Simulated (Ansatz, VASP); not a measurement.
## AgCl in VASP and in Ansatz

```
Ag Cl
1.0
     0.00000    2.77315    2.77315
     2.77315    0.00000    2.77315
     2.77315    2.77315    0.00000
Ag Cl
1 1
Cartesian
  2.7731 2.7731 2.6856
  0.0000 0.0000 0.0000
```

Change from the starting cell: all Ag atoms moved +0.087 Å, as atom 1 towards its neighbour atom 2 (Cl) at 2.773 Å.

Alike in both runs: task single point; functional LDA; k mesh 8 × 8 × 8; occupations gaussian, width 0.05 eV; no spin polarisation.

|  | VASP | Ansatz |
| --- | --- | --- |
| version | VASP 6.6.1 | Ansatz 0.2.0 |
| potentials or method | VASP PAW LDA potentials, release 64 (Ag, Cl), cutoff 520 eV | scalar-relativistic, plane waves, PAW |
| valence electrons in the cell | 18 | 26 |

```csv
,VASP,Ansatz,Ansatz less VASP
gap on the k mesh at the Fermi level (eV),0.65,0.63,-0.027
least direct gap on the mesh (eV),2.70,2.67,-0.029
pressure (GPa),-5.5,-5.5,0.00
"traceless stress, the component that is largest in VASP (GPa)",0.21,0.21,-0.002
rms of the force components (eV/Å),0.032,0.031,-0.0008
```

LDA's correlation is that of Perdew and Zunger in VASP and of Perdew and Wang (1992) in Ansatz. Atom by atom the forces differ by 0.001 eV/Å (rms over components). VASP's potentials hold 18 valence electrons a cell and Ansatz's 26, so a difference there can come from the potentials and not from the codes.
